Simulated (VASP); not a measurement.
Runs of VASP 6.6.1 on TiCo. The structure is that of space group Pm-3m (No. 221), or close to it. The cells are those of the table. 

```tsv
task	cell	smearing	gap on the mesh (eV)	pressure (GPa)	moment (μB)
vibrations by perturbation theory	a = 2.985 Å, 2 atoms	gaussian 0.2 eV	-	-	(a)
single point	a = 3.015 Å, 2 atoms	gaussian 0.1 eV	none	-4.9	0.90
single point	a = 3.044 Å, 2 atoms	gaussian 0.1 eV	none	-8.7	0.91
single point	a = 3.082 Å, 2 atoms	gaussian 0.1 eV	none	(b)	0.91
```

Alike in all rows: level PBE; potentials or basis VASP PAW PBE potentials, release 64 (Ti_sv, Co); spin collinear, ferromagnetic start; k mesh 14 × 14 × 14; cutoff (eV) 520.

**Question.** Fill in the values left out.

**Answer.** (a) 0.82; (b) -13.1.

Caveats: the cell stands under tension (at least some runs).

A gap of «none» marks levels without a gap at the run's occupations.
